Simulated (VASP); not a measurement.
# BN (Pm) in VASP: notebook, part 2 of 2

VASP 6.6.1. Earlier steps stand in the parts before.

## 3. Single point, PBE (atom 1 (B) moved +0.200 Å along Cartesian [1 1 0])

INCAR

```
SYSTEM = BN
PREC = Accurate
ENCUT = 520
EDIFF = 1E-6
ISMEAR = 0
SIGMA = 0.05
LREAL = .False.
LASPH = .True.
NELM = 80
ALGO = Normal
ISIF = 2
LWAVE = .False.
LCHARG = .True.
GGA = PE
LELF = .True.
LVHAR = .True.
NBANDS = 16
```

KPOINTS

```
Automatic mesh
0
Gamma
  12 12 4
  0 0 0
```

POSCAR

```
BN
1.0
    2.5121751215      0.0000000000      0.0000000000
   -1.2560875608      2.1756074740      0.0000000000
    0.0000000000      0.0000000000      8.3436910039
B N
2 2
Direct
    0.4221292984      0.7316698246      0.2500000000
    0.6666666667      0.3333333333      0.7500000000
    0.3333333333      0.6666666667      0.7500000000
    0.6666666667      0.3333333333      0.2500000000
```

Potentials or basis: VASP PAW PBE potentials, release 64 (B, N).

On the command line:

```bash
$ cat potpaw_PBE.64/B/POTCAR potpaw_PBE.64/N/POTCAR > POTCAR
$ mpirun -np 1 vasp_std > vasp.out
```

OUTCAR:

```text
SYSTEM = BN
   PREC = Accurate
   ENCUT = 520
   EDIFF = 1E-6
   ISMEAR = 0
   LREAL = .False.
   LASPH = .True.
   NELM = 80
   ISIF = 2
   GGA = PE

 ion  position               nearest neighbor table
   1  0.422  0.732  0.250-   4 1.32   4 1.41   4 1.64
   2  0.667  0.333  0.750-   3 1.45   3 1.45   3 1.45
   3  0.333  0.667  0.750-   2 1.45   2 1.45   2 1.45
   4  0.667  0.333  0.250-   1 1.32   1 1.41   1 1.64

  LATTYP: Found a hexagonal cell.
 ALAT       =     2.5121751215
 C/A-ratio  =     3.3213015018

  Lattice vectors:

 A1 = (   2.5121751215,   0.0000000000,   0.0000000000)
 A2 = (  -1.2560875608,   2.1756074740,   0.0000000000)
 A3 = (   0.0000000000,   0.0000000000,   8.3436910039)

Analysis of symmetry for initial positions (statically):
=====================================================================
 Subroutine PRICEL returns:
 Original cell was already a primitive cell.

 Routine SETGRP: Setting up the symmetry group for a
 hexagonal supercell.

 Subroutine GETGRP returns: Found  2 space group operations
 (whereof  1 operations were pure point group operations)
 out of a pool of 24 trial point group operations.

The static configuration has the point symmetry C_1 .
 The point group associated with its full space group is C_1h.

Analysis of symmetry for dynamics (positions and initial velocities):
=====================================================================
 Subroutine PRICEL returns:
 Original cell was already a primitive cell.

 Routine SETGRP: Setting up the symmetry group for a
 hexagonal supercell.

 Subroutine GETGRP returns: Found  2 space group operations
 (whereof  1 operations were pure point group operations)
 out of a pool of 24 trial point group operations.

The dynamic configuration has the point symmetry C_1 .
 The point group associated with its full space group is C_1h.

 Subroutine INISYM returns: Found  2 space group operations
 (whereof  1 operations are pure point group operations),
 and found     1 'primitive' translations

[... 114 lines left out ...]
   EFERMI_NEDOS =   21; number of points for ismear=-14 and -15
   IALGO  =     38    algorithm
   IMIX   =      4    mixing-type and parameters
     AMIX     =   0.40;   BMIX     =  1.00
     AMIX_MAG =   1.60;   BMIX_MAG =  1.00
  volume/ion in A,a.u.               =      11.40        76.94
  Fermi-wavevector in a.u.,A,eV,Ry     =   1.154654  2.181980 18.139645  1.333226
  Thomas-Fermi vector in A             =   2.291289
   LORBIT       =      0    0 simple, 1 ext, 2 COOP (PROOUT), +10 PAW based schemes
   GGA     = PE    functional components
   LHFCALC =     F    Hartree Fock is set to
   AEXX    =    0.0000 exact exchange contribution
   IVDW    =     0    specifies the selected vdW correction
   LEPSILON=     F    determine dielectric tensor
   LRPA    =     F    only Hartree local field effects (RPA)
 non-spin polarized calculation
 Gauss-broadening in eV      SIGMA  =   0.05
  energy-cutoff  :      520.00
  volume of cell :       45.60
 maximum number of plane-waves:      1267
   NGX =  9   NGY =  9   NGZ = 31

 number of electron      15.9999998 magnetization

 Free energy of the ion-electron system (eV)
  ---------------------------------------------------
  ext. energy  EPLUGINS =         0.00000000
  ---------------------------------------------------
  free energy    TOTEN  =       -34.51401297 eV

  energy without entropy =      -34.51401297  energy(sigma->0) =      -34.51401297

 E-fermi :   1.7151     XC(G=0):  -8.5715

 val. band max:        1.4682834910   @ k =   0.0000   0.0000   0.5000
 cond. band min:       4.5013988445   @ k =   0.0000   0.5000   0.0000
 fundamental gap:      3.0331153535
 Fermi energy:         1.7150895119

 k-point     1 :       0.0000    0.0000    0.0000
  band No.  band energies     occupation
      1     -17.0456      2.00000
      2     -17.0035      2.00000
      3      -4.9302      2.00000
      4      -4.3317      2.00000
      5      -2.9741      2.00000
      6      -0.7681      2.00000
[... 433 lines left out ...]
      3      -5.0448      2.00000
      4      -3.7180      2.00000
      5      -3.6557      2.00000
      6      -3.1077      2.00000
[... 8 lines left out ...]
     15      13.0299      0.00000
     16      14.8392      0.00000

 [... further k-points ...]
[... 5 lines left out ...]
  --------------------------------------------------------------------------------------
  -------------------------------------------------------------------------------------
  Total        0.2454863      4.1126398     -0.0240420     -1.2902711      0.0000000      0.0000000
  in kB        8.6248017    144.4915987     -0.8446799    -45.3317907      0.0000000      0.0000000
  external PRESSURE =      50.7572402 kB  Pullay stress =       0.0000000 kB

 VOLUME and BASIS-vectors are now :
 -----------------------------------------------------------------------------
  energy-cutoff  :      520.00
  volume of cell :       45.60
      direct lattice vectors                 reciprocal lattice vectors
     2.512175121  0.000000000  0.000000000     0.398061422  0.229820869  0.000000000
    -1.256087561  2.175607474  0.000000000     0.000000000  0.459641738  0.000000000
     0.000000000  0.000000000  8.343691004     0.000000000  0.000000000  0.119851035

 POSITION                                       TOTAL-FORCE (eV/Angst)
 -----------------------------------------------------------------------------------
      0.14142      1.59183      2.08592        -3.175767     -5.811027      0.000000
      1.25609      0.72520      6.25777        -0.000069     -0.000171      0.000000
     -0.00000      1.45040      6.25777         0.000658      0.000407      0.000000
      1.25609      0.72520      2.08592         3.175177      5.810791      0.000000
 -----------------------------------------------------------------------------------
    total drift:                               -0.000066      0.000115      0.000000

  FREE ENERGIE OF THE ION-ELECTRON SYSTEM (eV)
  ---------------------------------------------------
  free  energy   TOTEN  =       -34.5140129662 eV

  energy  without entropy=      -34.5140129662  energy(sigma->0) =      -34.51401297
```

OSZICAR:

```text
N       E                     dE             d eps       ncg     rms          rms(c)
DAV:   1     0.586763103053E+02    0.58676E+02   -0.77016E+03  7120   0.896E+02
DAV:   2    -0.341914977729E+02   -0.92868E+02   -0.83664E+02 10024   0.216E+02
DAV:   3    -0.384587586221E+02   -0.42673E+01   -0.42434E+01  9256   0.477E+01
DAV:   4    -0.384964534565E+02   -0.37695E-01   -0.37686E-01  8968   0.503E+00
DAV:   5    -0.384969285214E+02   -0.47506E-03   -0.47503E-03  9384   0.534E-01    0.117E+01
DAV:   6    -0.349568018739E+02    0.35401E+01   -0.58819E+00  9256   0.183E+01    0.517E+00
DAV:   7    -0.346214588518E+02    0.33534E+00   -0.68482E-01  9792   0.573E+00    0.323E+00
DAV:   8    -0.345153167967E+02    0.10614E+00   -0.29575E-01  9872   0.355E+00    0.507E-01
DAV:   9    -0.345119336814E+02    0.33831E-02   -0.19340E-02  7720   0.111E+00    0.218E-01
DAV:  10    -0.345137273304E+02   -0.17936E-02   -0.19265E-03  7744   0.350E-01    0.497E-02
DAV:  11    -0.345139559461E+02   -0.22862E-03   -0.20385E-04  9296   0.112E-01    0.376E-02
DAV:  12    -0.345140101425E+02   -0.54196E-04   -0.62845E-05  7720   0.594E-02    0.427E-03
DAV:  13    -0.345140127534E+02   -0.26109E-05   -0.31122E-06 10128   0.149E-02    0.208E-03
DAV:  14    -0.345140129662E+02   -0.21285E-06   -0.38345E-07  6736   0.543E-03
   1 F= -.34514013E+02 E0= -.34514013E+02  d E =-.465231E-14
```

Run time: 88 s. Hardware: 1 thread of AMD EPYC 9R14 (Zen 4), shared host; peak memory 0.23 GiB.

What came out:

| Item | Value |
| --- | --- |
| Free energy | -34.5140 eV |
| Pressure | 5.1 GPa |
| Largest force | 6.622 eV/Å |
| Band gap on the k mesh | 3.03 eV (least direct gap 3.52 eV) |

Forces on the atoms (eV/Å):
```
B   -3.176 -5.811  0.000
B    0.000  0.000  0.000
N    0.001  0.000  0.000
N    3.175  5.811  0.000
```

Caveat: the cell differs from its parent crystal (atom 1 (B) moved +0.200 Å along Cartesian [1 1 0]); the cell stands under pressure; this functional lacks dispersion, which binds the layers, so the pressure and a relaxed spacing across them are unreliable; forces of over 1 eV/Å act on the atoms, so gaps and moduli don't describe the material at rest.
